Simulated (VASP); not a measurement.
# Co (P6_3/mmc) in VASP: notebook, part 2 of 2

VASP 6.6.1. The steps go on from the part before.

**4. Single point, PBE, collinear spin, ferromagnetic start**

This run uses another cell than the first one, of 10.67 Å³/atom.

The input, INCAR:

```
SYSTEM = Co
  PREC = Accurate
  ENCUT = 520
  EDIFF = 1E-6
  ISMEAR = -1
  SIGMA = 0.05
  LREAL = .FALSE.
  LASPH = .TRUE.
  NELM = 150
  ALGO = Normal
  ISIF = 2
  LWAVE = .FALSE.
  LCHARG = .TRUE.
  ISPIN = 2
  MAGMOM = 2 2 2 2
  LORBIT = 11
  LMAXMIX = 4
  GGA = PE
  LELF = .TRUE.
  LVHAR = .TRUE.
  NBANDS = 30
```

The input, KPOINTS:

```
regular mesh
0
G
  12 12 4
  0 0 0
```

The input, POSCAR:

```
Co
1.0
    2.4795637199      0.0000000000      0.0000000000
   -1.2397818600      2.1473651717      0.0000000000
    0.0000000000      0.0000000000      8.0176673565
Co
4
Direct
    0.6666666667      0.3333333333      0.7500000000
    0.0000000000      0.0000000000      0.5000000000
    0.3333333333      0.6666666667      0.2500000000
    0.0000000000      0.0000000000      0.0000000000
```

Potentials or basis: VASP PAW PBE potentials, release 64 (Co).

Run with:

```sh
cat potpaw_PBE.64/Co/POTCAR > POTCAR
mpirun -np 1 vasp_std > vasp.out
```

OUTCAR:

```text
SYSTEM = Co
   PREC = Accurate
   ENCUT = 520
   EDIFF = 1E-6
   ISMEAR = -1
   LREAL = .FALSE.
   LASPH = .TRUE.
   NELM = 150
   ISIF = 2
   ISPIN = 2
   LORBIT = 11
   GGA = PE

 ion  position               nearest neighbor table
   1  0.667  0.333  0.750-   2 2.46   4 2.46   2 2.46   4 2.46   2 2.46   4 2.46
   2  0.000  0.000  0.500-   1 2.46   3 2.46   3 2.46   1 2.46   1 2.46   3 2.46
   3  0.333  0.667  0.250-   2 2.46   4 2.46   2 2.46   4 2.46   2 2.46   4 2.46
   4  0.000  0.000  0.000-   1 2.46   3 2.46   3 2.46   1 2.46   1 2.46   3 2.46

  LATTYP: Found a hexagonal cell.
 ALAT       =     2.4795637199
 C/A-ratio  =     3.2334992209

  Lattice vectors:

 A1 = (   2.4795637199,   0.0000000000,   0.0000000000)
 A2 = (  -1.2397818600,   2.1473651717,   0.0000000000)
 A3 = (   0.0000000000,   0.0000000000,   8.0176673565)

Analysis of symmetry for initial positions (statically):
=====================================================================
 Subroutine PRICEL returns:
 Original cell was already a primitive cell.

 Routine SETGRP: Setting up the symmetry group for a
 hexagonal supercell.

 Subroutine GETGRP returns: Found 24 space group operations
 (whereof 12 operations were pure point group operations)
 out of a pool of 24 trial point group operations.

The static configuration has the point symmetry D_3d.
 The point group associated with its full space group is D_6h.

Analysis of symmetry for dynamics (positions and initial velocities):
=====================================================================
 Subroutine PRICEL returns:
 Original cell was already a primitive cell.

 Routine SETGRP: Setting up the symmetry group for a
 hexagonal supercell.

 Subroutine GETGRP returns: Found 24 space group operations
 (whereof 12 operations were pure point group operations)
 out of a pool of 24 trial point group operations.

The dynamic configuration has the point symmetry D_3d.
 The point group associated with its full space group is D_6h.

Analysis of structural, dynamic, and magnetic symmetry:
[... 165 lines left out ...]
 val. band max:       10.5471110389   @ k =   0.4167   0.0833   0.2500
 cond. band min:      10.5515174255   @ k =   0.1667   0.1667   0.0000
 fundamental gap:      0.0044063866
 Fermi energy:        10.5478295127

 spin component 1

 k-point     1 :       0.0000    0.0000    0.0000
  band No.  band energies     occupation
      1       1.4761      1.00000
      2       3.7286      1.00000
      3       3.7572      1.00000
      4       5.2851      1.00000
      5       7.5137      1.00000
      6       7.5472      1.00000
[... 781 lines left out ...]
     29      25.5468      0.00000
     30      26.2106      0.00000

 [... further k-points ...]

 spin component 2

 k-point     1 :       0.0000    0.0000    0.0000
  band No.  band energies     occupation
      1       1.4945      1.00000
      2       3.8336      1.00000
      3       3.8381      1.00000
      4       6.2294      1.00000
      5       8.8681      1.00000
      6       8.9332      1.00000
[... 781 lines left out ...]
     29      25.9186      0.00000
     30      26.6207      0.00000

 [... further k-points ...]

------------------------ aborting loop because EDIFF is reached ----------------------------------------

  FORCE on cell =-STRESS in cart. coord.  units (eV):
  Direction    XX          YY          ZZ          XY          YZ          ZX
  --------------------------------------------------------------------------------------
  -------------------------------------------------------------------------------------
  Total        1.0887526      1.0887526      1.0808649     -0.0000000     -0.0000000      0.0000000
  in kB       40.8611496     40.8611496     40.5651224     -0.0000000     -0.0000000      0.0000000
  external PRESSURE =      40.7624739 kB  Pullay stress =       0.0000000 kB

 VOLUME and BASIS-vectors are now :
 -----------------------------------------------------------------------------
  energy-cutoff  :      520.00
  volume of cell :       42.69
      direct lattice vectors                 reciprocal lattice vectors
     2.479563720  0.000000000  0.000000000     0.403296754  0.232843490  0.000000000
    -1.239781860  2.147365172  0.000000000     0.000000000  0.465686979  0.000000000
     0.000000000  0.000000000  8.017667357     0.000000000  0.000000000  0.124724556

 POSITION                                       TOTAL-FORCE (eV/Angst)
 -----------------------------------------------------------------------------------
      1.23978      0.71579      6.01325        -0.000000      0.000000     -0.000000
      0.00000      0.00000      4.00883         0.000000      0.000000      0.000000
     -0.00000      1.43158      2.00442         0.000000      0.000000     -0.000000
      0.00000      0.00000      0.00000         0.000000      0.000000      0.000000
 -----------------------------------------------------------------------------------
    total drift:                                0.000000     -0.000000      0.000000

  FREE ENERGIE OF THE ION-ELECTRON SYSTEM (eV)
  ---------------------------------------------------
  free  energy   TOTEN  =       -28.1211283832 eV

  energy  without entropy=      -28.0884070568  energy(sigma->0) =      -28.10476772

 total charge

# of ion       s       p       d       tot
------------------------------------------
    1        0.497   0.540   7.265   8.302
    2        0.498   0.536   7.273   8.307
    3        0.497   0.540   7.265   8.302
    4        0.498   0.536   7.273   8.307
--------------------------------------------------
tot          1.991   2.152  29.076  33.218

 magnetization (x)

# of ion       s       p       d       tot
------------------------------------------
    1       -0.013  -0.051   1.729   1.665
    2       -0.013  -0.048   1.708   1.646
    3       -0.013  -0.051   1.729   1.665
    4       -0.013  -0.048   1.708   1.646
--------------------------------------------------
tot         -0.052  -0.199   6.873   6.621
```

stdout:

```text
POSCAR found type information on POSCAR Co
 POSCAR found :  1 types and       4 ions
 scaLAPACK will be used
 LDA part: xc-table for (Slater+PW92), standard interpolation
 POSCAR, INCAR and KPOINTS ok, starting setup
 FFT: planning ... GRIDC
 FFT: planning ... GRID_SOFT
 FFT: planning ... GRID
 WAVECAR not read
 entering main loop
```

Run time: 80 s. Hardware: 1 thread of Intel Xeon 6975P-C (Granite Rapids), shared host; peak memory 0.23 GiB.

Results:

| Quantity | Value |
| --- | --- |
| Free energy | -28.1211 eV |
| Pressure | 4.1 GPa |
| Net moment | 6.56 μB per cell |
| Site moments | Co +1.67, +1.65 (each value once) μB |
| Valence electrons inside the program's atomic spheres | Co 8.30, 8.31 (each value once) |

Caveat: the cell stands under pressure.

**5. Single point, PBE, collinear spin, ferromagnetic start**

This run uses another cell than the first one, of 10.69 Å³/atom.

The input, INCAR:

```
ALGO = Normal
EDIFF = 1E-6
ENCUT = 600
GGA = PE
GGA_COMPAT = F
ISIF = 2
ISMEAR = -1
ISPIN = 2
LASPH = T
LCHARG = F
LMAXMIX = 4
LORBIT = 11
LREAL = F
LWAVE = F
MAGMOM = 0.5 0.5 0.5 0.5
NBANDS = 46
NELM = 200
NUPDOWN = 2.0
PREC = Accurate
SIGMA = 0.05
```

The input, KPOINTS:

```
k-points
0
Gamma
  10 10 3
```

The input, POSCAR:

```
Co
1.0
    2.4705617809      0.0000000000      0.0000000000
   -1.2352808905      2.1395692639      0.0000000000
    0.0000000000      0.0000000000      8.0882338000
Co
4
Direct
    0.6666666667      0.3333333333      0.7500000000
    0.0000000000      0.0000000000      0.5000000000
    0.3333333333      0.6666666667      0.2500000000
    0.0000000000      0.0000000000      0.0000000000
```

Potentials or basis: VASP PAW PBE potentials, release 64 (Co_sv).

Run with:

```sh
cat potpaw_PBE.64/Co_sv/POTCAR > POTCAR
mpirun -np 1 vasp_std > vasp.out
```

OUTCAR:

```text
EDIFF = 1E-6
   ENCUT = 600
   GGA = PE
   ISIF = 2
   ISMEAR = -1
   ISPIN = 2
   LASPH = T
   LORBIT = 11
   LREAL = F
   NELM = 200
   NUPDOWN = 2.0
   PREC = Accurate

 ion  position               nearest neighbor table
   1  0.667  0.333  0.750-   2 2.47   4 2.47   2 2.47   4 2.47   2 2.47   4 2.47
   2  0.000  0.000  0.500-   1 2.47   3 2.47   1 2.47   3 2.47   1 2.47   3 2.47
   3  0.333  0.667  0.250-   2 2.47   4 2.47   2 2.47   4 2.47   2 2.47   4 2.47
   4  0.000  0.000  0.000-   1 2.47   3 2.47   1 2.47   3 2.47   1 2.47   3 2.47

  LATTYP: Found a hexagonal cell.
 ALAT       =     2.4705617809
 C/A-ratio  =     3.2738439745

  Lattice vectors:

 A1 = (   2.4705617809,   0.0000000000,   0.0000000000)
 A2 = (  -1.2352808905,   2.1395692639,   0.0000000000)
 A3 = (   0.0000000000,   0.0000000000,   8.0882338000)

Analysis of symmetry for initial positions (statically):
=====================================================================
 Subroutine PRICEL returns:
 Original cell was already a primitive cell.

 Routine SETGRP: Setting up the symmetry group for a
 hexagonal supercell.

 Subroutine GETGRP returns: Found 24 space group operations
 (whereof 12 operations were pure point group operations)
 out of a pool of 24 trial point group operations.

The static configuration has the point symmetry D_3d.
 The point group associated with its full space group is D_6h.

Analysis of symmetry for dynamics (positions and initial velocities):
=====================================================================
 Subroutine PRICEL returns:
 Original cell was already a primitive cell.

 Routine SETGRP: Setting up the symmetry group for a
 hexagonal supercell.

 Subroutine GETGRP returns: Found 24 space group operations
 (whereof 12 operations were pure point group operations)
 out of a pool of 24 trial point group operations.

The dynamic configuration has the point symmetry D_3d.
[... 165 lines left out ...]
  energy without entropy =      -27.68480665  energy(sigma->0) =      -27.72189257

 E-fermi :  12.2619     XC(G=0): -14.0066

 val. band max:       12.2570959862   @ k =   0.3000   0.0000   0.3333
 cond. band min:      12.0807690145   @ k =   0.2000   0.2000   0.3333
 fundamental gap:     -0.1763269717
 Fermi energy:        12.0638012542

 spin component 1

 k-point     1 :       0.0000    0.0000    0.0000
  band No.  band energies     occupation
      1     -83.4980      1.00000
      2     -83.4965      1.00000
      3     -82.9349      1.00000
      4     -82.9333      1.00000
      5     -46.8197      1.00000
      6     -46.7741      1.00000
[... 1165 lines left out ...]
     45      25.5215      0.00000
     46      26.1523      0.00000

 [... further k-points ...]

 spin component 2

 k-point     1 :       0.0000    0.0000    0.0000
  band No.  band energies     occupation
      1     -82.8088      1.00000
      2     -82.8071      1.00000
      3     -82.3194      1.00000
      4     -82.3176      1.00000
      5     -46.1203      1.00000
      6     -46.0539      1.00000
[... 1165 lines left out ...]
     45      25.6529      0.00000
     46      26.2619      0.00000

 [... further k-points ...]

------------------------ aborting loop because EDIFF is reached ----------------------------------------

  FORCE on cell =-STRESS in cart. coord.  units (eV):
  Direction    XX          YY          ZZ          XY          YZ          ZX
  --------------------------------------------------------------------------------------
  -------------------------------------------------------------------------------------
  Total       -2.4611432     -2.4611432     -2.9462139      0.0000000      0.0000000      0.0000000
  in kB      -92.2298925    -92.2298925   -110.4076315      0.0000000      0.0000000      0.0000000
  external PRESSURE =     -98.2891389 kB  Pullay stress =       0.0000000 kB

 VOLUME and BASIS-vectors are now :
 -----------------------------------------------------------------------------
  energy-cutoff  :      600.00
  volume of cell :       42.75
      direct lattice vectors                 reciprocal lattice vectors
     2.470561781  0.000000000  0.000000000     0.404766239  0.233691897  0.000000000
    -1.235280890  2.139569264  0.000000000     0.000000000  0.467383794  0.000000000
     0.000000000  0.000000000  8.088233800     0.000000000  0.000000000  0.123636386

 POSITION                                       TOTAL-FORCE (eV/Angst)
 -----------------------------------------------------------------------------------
      1.23528      0.71319      6.06618        -0.000000      0.000000     -0.000000
      0.00000      0.00000      4.04412        -0.000000      0.000000      0.000000
     -0.00000      1.42638      2.02206         0.000000     -0.000000      0.000000
      0.00000      0.00000      0.00000        -0.000000      0.000000      0.000000
 -----------------------------------------------------------------------------------
    total drift:                                0.000000     -0.000000      0.000000

  FREE ENERGIE OF THE ION-ELECTRON SYSTEM (eV)
  ---------------------------------------------------
  free  energy   TOTEN  =       -27.7589784920 eV

  energy  without entropy=      -27.6848066466  energy(sigma->0) =      -27.72189257

 total charge

# of ion       s       p       d       tot
------------------------------------------
    1        2.246   6.120   6.705  15.072
    2        2.247   6.121   6.694  15.062
    3        2.246   6.120   6.705  15.072
    4        2.247   6.121   6.694  15.062
--------------------------------------------------
tot          8.986  24.483  26.798  60.267

 magnetization (x)

# of ion       s       p       d       tot
------------------------------------------
    1       -0.003  -0.008   0.103   0.092
    2       -0.002  -0.004   0.971   0.966
    3       -0.003  -0.008   0.103   0.092
    4       -0.002  -0.004   0.971   0.966
--------------------------------------------------
tot         -0.009  -0.023   2.148   2.116
```

OSZICAR:

```text
N       E                     dE             d eps       ncg     rms          rms(c)
DAV:   1     0.171193051001E+04    0.17119E+04   -0.36818E+04  6502   0.488E+03
DAV:   2     0.300711917044E+03   -0.14112E+04   -0.13590E+04  6736   0.125E+03
DAV:   3    -0.100785938252E+02   -0.31079E+03   -0.30134E+03  7744   0.629E+02
[... 13 lines left out ...]
DAV:  17    -0.277586905937E+02   -0.71348E-03   -0.32528E-03  7598   0.502E-01    0.131E-01
DAV:  18    -0.277588170578E+02   -0.12646E-03   -0.54348E-03  8624   0.103E+00    0.838E-02
DAV:  19    -0.277589537896E+02   -0.13673E-03   -0.11112E-03  8308   0.535E-01    0.458E-02
DAV:  20    -0.277589597036E+02   -0.59140E-05   -0.53329E-04  7422   0.348E-01    0.266E-02
DAV:  21    -0.277589783586E+02   -0.18655E-04   -0.79092E-05  6918   0.133E-01    0.115E-02
DAV:  22    -0.277589784920E+02   -0.13339E-06   -0.95675E-06  5400   0.343E-02
   1 F= -.27758978E+02 E0= -.27721893E+02  d E =-.741718E-01  mag=     2.0000
```

Run time: 2.1 min. Hardware: 1 thread of Intel Xeon 6975P-C (Granite Rapids), shared host; peak memory 0.23 GiB.

Results:

* Free energy: -27.7590 eV
* Pressure: -9.8 GPa
* Net moment: 2.00 μB per cell
* Site moments: Co +0.09, +0.97 (each value once) μB
* Valence electrons inside the program's atomic spheres: Co 15.07, 15.06 (each value once)

Caveat: the cell stands under tension; the total moment is fixed, so each spin has its own Fermi level.

**6. Summary**

| potentials or basis | fixed moment (μB) | cell | k mesh | cutoff (eV) | gap on the mesh (eV) | pressure (GPa) | moment (μB) |
| --- | --- | --- | --- | --- | --- | --- | --- |
| VASP PAW PBE potentials, release 64 (Co) | - | a = 2.431, b = 2.431, c = 7.873 Å, angles 90.0, 90.0, 120.0°, 4 atoms | 12 × 12 × 4 | 520 | none | 18.8 | 6.27 |
| VASP PAW PBE potentials, release 64 (Co) | - | a = 2.463, b = 2.463, c = 7.964 Å, angles 90.0, 90.0, 120.0°, 4 atoms | 12 × 12 × 4 | 520 | none | 8.9 | 6.48 |
| VASP PAW PBE potentials, release 64 (Co) | - | a = 2.480, b = 2.480, c = 8.018 Å, angles 90.0, 90.0, 120.0°, 4 atoms | 12 × 12 × 4 | 520 | none | 4.1 | 6.56 |
| VASP PAW PBE potentials, release 64 (Co_sv) | 2.0 | a = 2.471, b = 2.471, c = 8.088 Å, angles 90.0, 90.0, 120.0°, 4 atoms | 10 × 10 × 3 | 600 | - | -9.8 | 2.00 |

Alike in all rows: task single point; level PBE; spin collinear, ferromagnetic start; smearing fermi-dirac 0.05 eV.

Caveats: the cell stands under pressure (at least some runs); the cell stands under tension (at least some runs); the total moment is fixed, so each spin has its own Fermi level (at least some runs).

Absolute energies hang on the potentials; compare differences alone.
